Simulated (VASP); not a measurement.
BN:

```
B N
1.0
     0.00000    1.80290    1.80290
     1.80290    0.00000    1.80290
     1.80290    1.80290    0.00000
B N
1 1
Direct
  0.00000 0.00000 0.00000
  0.25000 0.25000 0.25000
```

Base run:

- Program: VASP 6.6.1
- Functional: PBE
- Potentials or basis: VASP PAW PBE potentials, release 64 (B, N)
- Cutoff: 520 eV
- k mesh: 11 × 11 × 11
- Occupations: fermi-dirac, width 0.05 eV
- Spin: no spin polarisation

Its results: band gap on the k mesh 4.57 eV, indirect (least direct gap 8.86 eV); pressure 6.3 GPa.

The run is repeated on the same cell with these changes: functional from PBE to r2SCAN. What comes out?

Band gap on the k mesh 5.09 eV, indirect (least direct gap 9.56 eV); pressure 2.4 GPa.

r2SCAN gives the wider gap, since meta-GGAs in the generalised Kohn-Sham scheme recover part of the derivative discontinuity.

Caveats: the PAW data sets were made with another functional, which shifts forces and pressure a little (some runs).

A k mesh can miss the band edges.
